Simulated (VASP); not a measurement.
Input of a VASP 6.6.1 run:

INCAR

```
SYSTEM = Sc2AlN3
PREC     = Accurate       ! precision mode
ENCUT    = 520            ! plane-wave cutoff, eV
EDIFF    = 1E-6           ! SCF threshold, eV
ISMEAR   = 0              ! smearing method
SIGMA    = 0.1            ! smearing width, eV
LREAL    = .FALSE.        ! projectors in reciprocal space
LASPH    = .TRUE.         ! aspherical terms in the spheres
NELM     = 80             ! most SCF steps
ALGO     = Normal         ! electronic algorithm
ISIF     = 2              ! what is computed and relaxed
LWAVE    = .FALSE.        ! write WAVECAR
LCHARG   = .FALSE.        ! write CHGCAR
GGA      = PE             ! functional
NBANDS   = 29             ! bands
```

File KPOINTS:

```
Automatic mesh
0
G
  4 4 4
  0 0 0
```

Contents of POSCAR:

```
Sc2AlN3
1.0
    3.9392560200      0.0000000000      0.0000000000
    0.0000000000      3.9392560200      0.0000000000
    0.0000000000      0.0000000000      6.5899767900
Sc Al N
2 1 3
Direct
    0.0000000000      0.5000000000      0.0000000000
    0.5000000000      0.0000000000      0.0000000000
    0.5000000000      0.5000000000      0.5000000000
    0.5000000000      0.5000000000      0.1321156600
    0.5000000000      0.5000000000      0.8678843400
    0.0000000000      0.0000000000      0.5000000000
```

Potentials or basis: VASP PAW PBE potentials, release 64 (Sc_sv, Al, N).

The run is started by

```console
$ cat potpaw_PBE.64/Sc_sv/POTCAR potpaw_PBE.64/Al/POTCAR potpaw_PBE.64/N/POTCAR > POTCAR
$ mpirun -np 1 vasp_std > vasp.out
```

**Question.** Estimate the band gap on the k mesh.

**Answer.** Zero (bands 20 and 21 overlap by 0.87 eV).

**Question.** What does it give for the largest force?

**Answer.** 0.834 eV/Å.

Forces on the atoms (eV/Å):
```
Sc   0.000  0.000  0.000
Sc   0.000  0.000  0.000
Al   0.000  0.000  0.000
N    0.000  0.000  0.834
N    0.000  0.000 -0.834
N    0.000  0.000  0.000
```

Caveat: the k points lie up to 0.40 Å⁻¹ apart, too coarse for converged energies and pressures of a metal.
